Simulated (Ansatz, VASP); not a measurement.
## Two plane-wave programs on PbSe

Contents of INCAR:

```
PREC = Accurate
ENCUT = 520
EDIFF = 1E-6
ISMEAR = 0
SIGMA = 0.05
LREAL = False
LASPH = True
NELM = 150
ALGO = Normal
ISIF = 2
LWAVE = False
LCHARG = True
MAGMOM = 0 0 0 0 0 0
LORBIT = 11
LSORBIT = True
GGA_COMPAT = False
LORBMOM = True
GGA = PE
LVHAR = True
NBANDS = 32
```

File KPOINTS:

```
regular mesh
0
Gamma
  10 10 10
```

The input POSCAR:

```
PbSe
1.0
    0.0000000000      3.0620257082      3.0620257082
    3.0620257082      0.0000000000      3.0620257082
    3.0620257082      3.0620257082      0.0000000000
Pb Se
1 1
Direct
    0.5000000000      0.5000000000      0.5000000000
    0.0000000000      0.0000000000      0.0000000000
```

Input for Ansatz:

```yaml
crystal:
  lattice:
    - [0.0, 3.0620257082, 3.0620257082]
    - [3.0620257082, 0.0, 3.0620257082]
    - [3.0620257082, 3.0620257082, 0.0]
  atoms:
    - { symbol: Pb, position: [0.5, 0.5, 0.5] }
    - { symbol: Se, position: [0.0, 0.0, 0.0] }
basis:
  ecutwfc: 420
  ecutrho_ratio: 4
kpoints:
  mp_grid: { grid: [10, 10, 10] }
hamiltonian:
  xc: pbe
scf:
  occupations: { method: gaussian, width: 0.05 }
output:
  forces: true
  stress: true
  eigenvalues: true
  populations: true
magnetization:
  noncollinear: true
  spin_orbit: true
```

Alike in both runs: task single point; functional PBE; k mesh 10 × 10 × 10; occupations gaussian, width 0.05 eV; non-collinear spin, spin-orbit coupling.

```csv
,VASP,Ansatz
version,VASP 6.6.1,Ansatz 0.2.0
potentials or method,"VASP PAW PBE potentials, release 64 (Pb_d, Se), cutoff 520 eV","plane waves, PAW"
valence electrons in the cell,20,30
```

|  | VASP | Ansatz | Ansatz less VASP |
| --- | --- | --- | --- |
| pressure (GPa) | 2.1 | 2.0 | -0.10 |
| net moment per atom (μB) | 0.00 | 0.00 | 0.000 |

VASP's potentials hold 20 valence electrons a cell and Ansatz's 30, so a difference there can come from the potentials and not from the codes.
